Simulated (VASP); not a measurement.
# Sb (Fm-3m) in VASP: single point with PBEsol

Aim: the single point of Sb with PBEsol.

All numbers are computed with VASP 6.6.1; they aren't measurements. Logs are shortened: lines on timing, memory, paths and dates and some standing lists are left out, and cuts for length are marked.

## Step 1: The cell of the first run

Symmetry: Fm-3m, No. 225, cubic system. Conventional cell: a = 4.700 Å, b = 4.700 Å, c = 4.700 Å, α = 90.00°, β = 90.00°, γ = 90.00°. Within 4.4 Å of Sb (site symmetry m-3m) lie 12 Sb at 3.32 Å.

## Step 2: Single point, PBEsol (volume scaled by 1.06)

File INCAR:

```
SYSTEM = Sb
ALGO = Normal ; EDIFF = 1E-6
ENCUT = 520 ; GGA = PS
ISIF = 2 ; ISMEAR = -1
LASPH = .TRUE. ; LCHARG = .TRUE.
LELF = .TRUE. ; LREAL = .FALSE.
LVHAR = .TRUE. ; LWAVE = .FALSE.
NBANDS = 8 ; NELM = 60
PREC = Accurate ; SIGMA = 0.03
```

File KPOINTS:

```
k-points
0
G
  14 14 14
  0 0 0
```

File POSCAR:

```
Sb
1.0
    0.0000000000      2.3502075557      2.3502075557
    2.3502075557      0.0000000000      2.3502075557
    2.3502075557      2.3502075557      0.0000000000
Sb
1
Direct
    0.0000000000      0.0000000000      0.0000000000
```

Potentials or basis: VASP PAW PBE potentials, release 64 (Sb).

Launch:

```sh
> cat potpaw_PBE.64/Sb/POTCAR > POTCAR
> mpirun -np 1 vasp_std > vasp.out
```

OUTCAR:

```text
SYSTEM = Sb
   EDIFF = 1E-6
   ENCUT = 520
   GGA = PS
   ISIF = 2
   ISMEAR = -1
   LASPH = .TRUE.
   LREAL = .FALSE.
   NELM = 60
   PREC = Accurate

 ion  position               nearest neighbor table
   1  0.000  0.000  0.000-

  LATTYP: Found a face centered cubic cell.
 ALAT       =     4.7004151114

  Lattice vectors:

 A1 = (   0.0000000000,   2.3502075557,   2.3502075557)
 A2 = (   2.3502075557,   0.0000000000,   2.3502075557)
 A3 = (   2.3502075557,   2.3502075557,   0.0000000000)

Analysis of symmetry for initial positions (statically):
=====================================================================
 Subroutine PRICEL returns:
 Original cell was already a primitive cell.

 Routine SETGRP: Setting up the symmetry group for a
 face centered cubic supercell.

 Subroutine GETGRP returns: Found 48 space group operations
 (whereof 48 operations were pure point group operations)
 out of a pool of 48 trial point group operations.

The static configuration has the point symmetry O_h .

Analysis of symmetry for dynamics (positions and initial velocities):
=====================================================================
 Subroutine PRICEL returns:
 Original cell was already a primitive cell.

 Routine SETGRP: Setting up the symmetry group for a
 face centered cubic supercell.

 Subroutine GETGRP returns: Found 48 space group operations
 (whereof 48 operations were pure point group operations)
 out of a pool of 48 trial point group operations.

The dynamic configuration has the point symmetry O_h .

 Subroutine INISYM returns: Found 48 space group operations
 (whereof 48 operations are pure point group operations),
 and found     1 'primitive' translations

----------------------------------------------------------------------------------------

                                     Primitive cell

  volume of cell :      25.9626

  direct lattice vectors                    reciprocal lattice vectors
     0.000000000  2.350207556  2.350207556    -0.212747167  0.212747167  0.212747167
     2.350207556  0.000000000  2.350207556     0.212747167 -0.212747167  0.212747167
     2.350207556  2.350207556  0.000000000     0.212747167  0.212747167 -0.212747167

  length of vectors
     3.323695400  3.323695400  3.323695400     0.368488903  0.368488903  0.368488903

  position of ions in fractional coordinates (direct lattice)
     0.000000000  0.000000000  0.000000000

  ion indices of the primitive-cell ions
   primitive index   ion index
                 1           1

----------------------------------------------------------------------------------------

 KPOINTS: k-points

Automatic generation of k-mesh.
 Grid dimensions read from file:
 generate k-points for:   14   14   14

 Generating k-lattice:

  Cartesian coordinates                     Fractional coordinates (reciprocal lattice)
    -0.015196226  0.015196226  0.015196226     0.071428571  0.000000000  0.000000000
     0.015196226 -0.015196226  0.015196226     0.000000000  0.071428571  0.000000000
     0.015196226  0.015196226 -0.015196226     0.000000000  0.000000000  0.071428571

  Length of vectors
     0.026320636  0.026320636  0.026320636

  Shift w.r.t. Gamma in fractional coordinates (k-lattice)
     0.000000000  0.000000000  0.000000000

 Subroutine IBZKPT returns following result:
 ===========================================

 Found    104 irreducible k-points:

 Following reciprocal coordinates:
            Coordinates               Weight
  0.000000  0.000000  0.000000      1.000000
  0.071429  0.000000  0.000000      8.000000
  0.142857  0.000000  0.000000      8.000000
  0.214286  0.000000  0.000000      8.000000
  0.285714  0.000000  0.000000      8.000000
  0.357143  0.000000  0.000000      8.000000
[... 16 lines left out ...]
  0.214286  0.142857  0.000000     24.000000
  0.285714  0.142857  0.000000     24.000000
 [... further k-points ...]
   k-points           NKPTS =    104   k-points in BZ     NKDIM =    104   number of bands    NBANDS=      8
   number of dos      NEDOS =    301   number of ions     NIONS =      1
   total plane-waves  NPLWV =  21952
   dimension x,y,z NGX =    28 NGY =   28 NGZ =   28
   dimension x,y,z NGXF=    56 NGYF=   56 NGZF=   56
   ions per type =               1
   NGX,Y,Z   is equivalent  to a cutoff of  14.01, 14.01, 14.01 a.u.
   NGXF,Y,Z  is equivalent  to a cutoff of  28.01, 28.01, 28.01 a.u.
 SYSTEM =  Sb
   PREC   = accura    normal or accurate (medium, high low for compatibility)
   ISTART =      0    job   : 0-new  1-cont  2-samecut
   ICHARG =      2    charge: 1-file 2-atom 10-const
   ISPIN  =      1    spin polarized calculation?
   LNONCOLLINEAR =      F non collinear calculations
   LSORBIT =      F    spin-orbit coupling
   LASPH  =      T    aspherical Exc in radial PAW
   ENCUT  =  520.0 eV  38.22 Ry    6.18 a.u.   6.18  6.18  6.18*2*pi/ulx,y,z
   NELM   =     60;   NELMIN=  2; NELMDL= -5     # of ELM steps
   EDIFF  = 0.1E-05   stopping-criterion for ELM
   LREAL  =      F    real-space projection
   EDIFFG = 0.1E-04   stopping-criterion for IOM
   NSW    =      0    number of steps for IOM
   IBRION =     -1    ionic relax: 0-MD 1-quasi-New 2-CG
   NFREE  =      0    steps in history (QN), initial steepest desc. (CG)
   ISIF   =      2    stress and relaxation
   ISYM   =      2    0-nonsym 1-usesym 2-fastsym
   POTIM  = 0.5000    time-step for ionic-motion
   TEBEG  =    0.0;   TEEND  =   0.0 temperature during run
   PSTRESS=    0.0 pullay stress
   NELECT =       5.0000    total number of electrons
   NUPDOWN=      -1.0000    fix difference up-down
   EMIN   =  10.00;   EMAX   =-10.00  energy-range for DOS
   EFERMI =   0.00;   METHOD = LEGACY
   ISMEAR =    -1;   SIGMA  =   0.03  broadening in eV -4-tet -1-fermi 0-gaus
   EFERMI_NEDOS =   21; number of points for ismear=-14 and -15
   IALGO  =     38    algorithm
   IMIX   =      4    mixing-type and parameters
     AMIX     =   0.40;   BMIX     =  1.00
     AMIX_MAG =   1.60;   BMIX_MAG =  1.00
  volume/ion in A,a.u.               =      25.96       175.20
  Fermi-wavevector in a.u.,A,eV,Ry     =   0.945399  1.786546 12.160613  0.893780
  Thomas-Fermi vector in A             =   2.073297
   LORBIT       =      0    0 simple, 1 ext, 2 COOP (PROOUT), +10 PAW based schemes
   GGA     = PS    functional components
   LHFCALC =     F    Hartree Fock is set to
   AEXX    =    0.0000 exact exchange contribution
   IVDW    =     0    specifies the selected vdW correction
   LEPSILON=     F    determine dielectric tensor
   LRPA    =     F    only Hartree local field effects (RPA)
 non-spin polarized calculation
  energy-cutoff  :      520.00
  volume of cell :       25.96
 maximum number of plane-waves:       725
 NGX is ok and might be reduce to    28
   NGX = 13   NGY = 13   NGZ = 13

 number of electron       5.0000000 magnetization

 Free energy of the ion-electron system (eV)
  ---------------------------------------------------
  ext. energy  EPLUGINS =         0.00000000
  ---------------------------------------------------
  free energy    TOTEN  =        -4.29048800 eV

  energy without entropy =       -4.28695788  energy(sigma->0) =       -4.28872294

 E-fermi :   8.8998     XC(G=0): -10.4929

 val. band max:        8.8994398420   @ k =  -0.4286   0.4286   0.0714
 cond. band min:       8.9113868356   @ k =   0.5000   0.4286   0.0714
 fundamental gap:      0.0119469936
 Fermi energy:         8.8998008955

 k-point     1 :       0.0000    0.0000    0.0000
  band No.  band energies     occupation
      1      -4.3711      2.00000
      2      14.4445      0.00000
      3      14.4445      0.00000
      4      14.4445      0.00000
      5      18.9705      0.00000
      6      18.9705      0.00000
      7      18.9705      0.00000
      8      19.1086      0.00000

 k-point     2 :       0.0714    0.0000    0.0000
  band No.  band energies     occupation
      1      -4.2665      2.00000
      2      13.4282      0.00000
      3      14.2996      0.00000
      4      14.2996      0.00000
      5      18.0861      0.00000
      6      19.2055      0.00000
      7      19.2055      0.00000
      8      20.6579      0.00000

 k-point     3 :       0.1429    0.0000    0.0000
  band No.  band energies     occupation
      1      -3.9535      2.00000
      2      11.3664      0.00000
      3      13.9527      0.00000
      4      13.9527      0.00000
      5      17.6172      0.00000
      6      19.7060      0.00000
      7      19.7060      0.00000
      8      21.6278      0.00000

 k-point     4 :       0.2143    0.0000    0.0000
  band No.  band energies     occupation
      1      -3.4360      2.00000
      2       9.1380      0.00071
      3      13.5493      0.00000
      4      13.5493      0.00000
      5      17.3268      0.00000
      6      19.6766      0.00000
      7      19.6766      0.00000
      8      21.0757      0.00000

 k-point     5 :       0.2857    0.0000    0.0000
  band No.  band energies     occupation
      1      -2.7245      2.00000
      2       7.0068      2.00000
      3      13.1829      0.00000
      4      13.1829      0.00000
      5      17.1744      0.00000
      6      19.0795      0.00000
      7      19.0795      0.00000
      8      20.1055      0.00000
[... 177 lines left out ...]
 k-point    22 :       0.1429    0.1429    0.0000
  band No.  band energies     occupation
      1      -3.8138      2.00000
      2      12.5364      0.00000
      3      12.7181      0.00000
      4      12.7181      0.00000
      5      16.2892      0.00000
      6      18.6538      0.00000
      7      21.1867      0.00000
      8      21.1867      0.00000

 k-point    23 :       0.2143    0.1429    0.0000
  band No.  band energies     occupation
      1      -3.4329      2.00000
      2      10.7002      0.00000
      3      12.1740      0.00000
      4      12.6220      0.00000
      5      16.1992      0.00000
      6      17.7040      0.00000
      7      21.3624      0.00000
      8      21.8264      0.00000

 k-point    24 :       0.2857    0.1429    0.0000
  band No.  band energies     occupation
      1      -2.8511      2.00000
      2       8.6185      1.99983
      3      11.7738      0.00000
      4      12.1341      0.00000
      5      16.1777      0.00000
      6      17.8242      0.00000
      7      21.1816      0.00000
      8      21.5311      0.00000

 [... further k-points ...]

------------------------ aborting loop because EDIFF is reached ----------------------------------------

  FORCE on cell =-STRESS in cart. coord.  units (eV):
  Direction    XX          YY          ZZ          XY          YZ          ZX
  --------------------------------------------------------------------------------------
  -------------------------------------------------------------------------------------
  Total        0.0771718      0.0771718      0.0771718     -0.0000000     -0.0000000      0.0000000
  in kB        4.7623418      4.7623418      4.7623418     -0.0000000     -0.0000000      0.0000000
  external PRESSURE =       4.7623418 kB  Pullay stress =       0.0000000 kB

 VOLUME and BASIS-vectors are now :
 -----------------------------------------------------------------------------
  energy-cutoff  :      520.00
  volume of cell :       25.96
      direct lattice vectors                 reciprocal lattice vectors
     0.000000000  2.350207556  2.350207556    -0.212747167  0.212747167  0.212747167
     2.350207556  0.000000000  2.350207556     0.212747167 -0.212747167  0.212747167
     2.350207556  2.350207556  0.000000000     0.212747167  0.212747167 -0.212747167

 POSITION                                       TOTAL-FORCE (eV/Angst)
 -----------------------------------------------------------------------------------
      0.00000      0.00000      0.00000         0.000000      0.000000      0.000000
 -----------------------------------------------------------------------------------
    total drift:                                0.000000      0.000000      0.000000

  FREE ENERGIE OF THE ION-ELECTRON SYSTEM (eV)
  ---------------------------------------------------
  free  energy   TOTEN  =        -4.2904879959 eV

  energy  without entropy=       -4.2869578775  energy(sigma->0) =       -4.28872294
```

It took 8.2 s on 1 thread of Intel Xeon 6975P-C (Granite Rapids), shared host; peak memory 0.16 GiB.

Results:

* Free energy: -4.2905 eV
* Pressure: 0.5 GPa

Levels at points of the mesh, in eV from the Fermi level:
```tsv
k point	band 1	band 2	band 3	band 4	band 5
(0.00, 0.00, 0.00)	-13.27	5.54	5.54	5.54	10.07
(0.50, 0.00, 0.00)	-9.31	-6.11	3.76	3.76	8.38
(0.50, 0.50, 0.00)	-7.58	-5.17	0.34	0.34	4.12
```

Caveat: the PAW data sets were made with another functional, which shifts forces and pressure a little; spin-orbit coupling is left out, which moves the levels of the heavy elements.
